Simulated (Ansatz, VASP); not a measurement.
# Two plane-wave programs on Mg16O

The input INCAR:

```
SYSTEM = Mg16O
  PREC = Accurate
  ENCUT = 520
  EDIFF = 1E-6
  ISMEAR = 0
  SIGMA = 0.1
  LREAL = Auto
  LASPH = .True.
  NELM = 60
  ALGO = Normal
  ISIF = 2
  LWAVE = .False.
  LCHARG = .True.
  LDIPOL = .True.
  IDIPOL = 3
  DIPOL = 0.5 0.5 0.334
  GGA = PE
  LELF = .True.
  LVHAR = .True.
  LVACPOTAV = .True.
  NBANDS = 33
```

Contents of KPOINTS:

```
Automatic mesh
0
Gamma
  6 6 1
  0 0 0
```

Contents of POSCAR:

```
Mg16O
1.0
    6.4201385705      0.0000000000      0.0000000000
   -3.2100692852      5.5600030979      0.0000000000
    0.0000000000      0.0000000000     24.7147783802
Mg O
16 1
Direct
    0.3333333333      0.1666666667      0.1618464847
    0.3333333333      0.6666666667      0.1618464847
    0.8333333333      0.1666666667      0.1618464847
    0.8333333333      0.6666666667      0.1618464847
    0.1666666667      0.3333333333      0.2657906286
    0.1666666667      0.8333333333      0.2657906286
    0.6666666667      0.3333333333      0.2657906286
    0.6666666667      0.8333333333      0.2657906286
    0.3333333333      0.1666666667      0.3682830748
    0.3333333333      0.6666666667      0.3682830748
    0.8333333333      0.1666666667      0.3682830748
    0.8333333333      0.6666666667      0.3682830748
    0.1666666667      0.3333333333      0.4739989249
    0.1666666667      0.8333333333      0.4739989249
    0.6666666667      0.3333333333      0.4739989249
    0.6666666667      0.8333333333      0.4739989249
    0.3888888889      0.1111111111      0.6006437991
```

Input for Ansatz:

```yaml
crystal:
  lattice:
    - [6.4201385705, 0.0, 0.0]
    - [-3.2100692852, 5.5600030979, 0.0]
    - [0.0, 0.0, 24.7147783802]
  atoms:
    - { symbol: Mg, position: [0.3333333333, 0.1666666667, 0.1618464847] }
    - { symbol: Mg, position: [0.3333333333, 0.6666666667, 0.1618464847] }
    - { symbol: Mg, position: [0.8333333333, 0.1666666667, 0.1618464847] }
    - { symbol: Mg, position: [0.8333333333, 0.6666666667, 0.1618464847] }
    - { symbol: Mg, position: [0.1666666667, 0.3333333333, 0.2657906286] }
    - { symbol: Mg, position: [0.1666666667, 0.8333333333, 0.2657906286] }
    - { symbol: Mg, position: [0.6666666667, 0.3333333333, 0.2657906286] }
    - { symbol: Mg, position: [0.6666666667, 0.8333333333, 0.2657906286] }
    - { symbol: Mg, position: [0.3333333333, 0.1666666667, 0.3682830748] }
    - { symbol: Mg, position: [0.3333333333, 0.6666666667, 0.3682830748] }
    - { symbol: Mg, position: [0.8333333333, 0.1666666667, 0.3682830748] }
    - { symbol: Mg, position: [0.8333333333, 0.6666666667, 0.3682830748] }
    - { symbol: Mg, position: [0.1666666667, 0.3333333333, 0.4739989249] }
    - { symbol: Mg, position: [0.1666666667, 0.8333333333, 0.4739989249] }
    - { symbol: Mg, position: [0.6666666667, 0.3333333333, 0.4739989249] }
    - { symbol: Mg, position: [0.6666666667, 0.8333333333, 0.4739989249] }
    - { symbol: O, position: [0.3888888889, 0.1111111111, 0.6006437991] }
basis:
  ecutwfc: 420
kpoints:
  mp_grid: { grid: [6, 6, 1] }
hamiltonian:
  xc: pbe
scf:
  occupations: { method: gaussian, width: 0.1 }
output:
  forces: true
  eigenvalues: true
efield:
  axis: 3
  dipole_correction: true
  ramp_width: 0.04
```

Alike in both runs: task single point; functional PBE; k mesh 6 × 6 × 1; occupations gaussian, width 0.1 eV; no spin polarisation.

|  | VASP | Ansatz |
| --- | --- | --- |
| version | VASP 6.6.1 | Ansatz 0.2.0 |
| potentials or method | VASP PAW PBE potentials, release 64 (Mg, O), cutoff 520 eV | scalar-relativistic, plane waves, PAW |
| valence electrons in the cell | 38 | 166 |

Ansatz gave:

| Property | Result |
| --- | --- |
| gap on the k mesh at the Fermi level (eV) | none |
| rms of the force components (eV/Å) | 0.264 |
| work function, face that differs most (eV) | 3.74 |

Question: What did VASP give for the same quantities?

Answer: gap on the k mesh at the Fermi level (eV): none; rms of the force components (eV/Å): 0.263; work function, face that differs most (eV): 3.75.

Atom by atom the forces differ by 0.003 eV/Å (rms over components). A gap of «none» marks a metal or a gap that the smearing closes. VASP's potentials hold 38 valence electrons a cell and Ansatz's 166, so a difference there can come from the potentials and not from the codes.
